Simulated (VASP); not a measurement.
A run of VASP 6.6.1 is set up as follows.

INCAR

```
ALGO = Normal ; EDIFF = 1E-7
ENCUT = 520 ; GGA = PE
ISIF = 2 ; ISMEAR = -4
LASPH = True ; LCHARG = False
LREAL = False ; LWAVE = False
NBANDS = 18 ; NELM = 80
PREC = Accurate ; SIGMA = 0.1
```

KPOINTS

```
k-points
0
Gamma
  12 12 6
```

POSCAR

```
HfO2
1.0
    3.2522111955      0.0000000000      0.0000000000
   -1.6261055978      2.8164975138      0.0000000000
    0.0000000000      0.0000000000      5.6017024625
Hf O
1 2
Direct
    0.0000000000      0.0000000000      0.0000000000
    0.3333333333      0.6666666667      0.1731211689
    0.6666666667      0.3333333333      0.8268788311
```

Potentials or basis: VASP PAW PBE potentials, release 64 (Hf_pv, O).

Command:

```bash
$ cat potpaw_PBE.64/Hf_pv/POTCAR potpaw_PBE.64/O/POTCAR > POTCAR
$ mpirun -np 1 vasp_std > vasp.out
```

Task: Estimate the band gap on the k mesh.

Result: 4.77 eV (least direct gap 5.01 eV).

Task: What does it give for the pressure?

Result: -2.0 GPa.

Forces on the atoms (eV/Å):
```
Hf   0.000  0.000  0.000
O    0.000  0.000 -0.198
O    0.000  0.000  0.198
```

Caveat: spin-orbit coupling is left out, which moves the levels of the heavy elements. A k mesh can miss the band edges.
